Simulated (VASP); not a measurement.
## PtS2: single point with PBE+D3(BJ)

PtS2, a slab with vacuum:

```xyz
6
Lattice="3.5415 0.0000 0.0000 -1.7708 3.0671 0.0000 0.0000 0.0000 22.4671" Properties=species:S:1:pos:R:3 pbc="T T T"
S     1.7708    1.0224    4.5000
S     0.0000    2.0447    6.9835
S     3.5415    0.0000    9.9235
S     5.3123   -1.0224   12.4071
Pt    0.0000    0.0000    5.7418
Pt    5.3123    1.0224   11.1653
```

This cell differs from its parent crystal: layers slid over each other.

```yaml
Program: VASP 6.6.1
Task: single point
Functional: PBE
Dispersion: D3(BJ)
Potentials_or_basis: VASP PAW PBE potentials, release 64 (S, Pt)
Cutoff: 520 eV
k_mesh: 9 × 9 × 1
Occupations: gaussian, width 0.05 eV
Spin: no spin polarisation
```

```
Largest force              : 0.129 eV/Å
Band gap on the k mesh     : 1.29 eV (least direct gap 1.47 eV)
Dispersion energy per atom : -0.331 eV
```

Forces in eV/Å, atoms in the order of the input:
```
S    0.000  0.000  0.035
S    0.000  0.000 -0.026
S    0.000  0.000  0.057
S    0.000  0.000 -0.029
Pt   0.000  0.000  0.092
Pt   0.000  0.000 -0.129
```

Levels at points of the mesh, in eV from the valence-band top:
| k point | band 20 | band 21 | band 22 | band 23 | band 24 | band 25 |
| --- | --- | --- | --- | --- | --- | --- |
| (0.00, 0.00, 0.00) | -0.61 | -0.61 | -0.38 | 2.74 | 2.74 | 2.89 |

Run time: 4.2 min on 1 thread of Intel Xeon 8259CL, with other jobs on the host, peak memory 0.39 GiB.

Caveat: the cell differs from its parent crystal (layers slid over each other); spin-orbit coupling is left out, which moves the levels of the heavy elements.
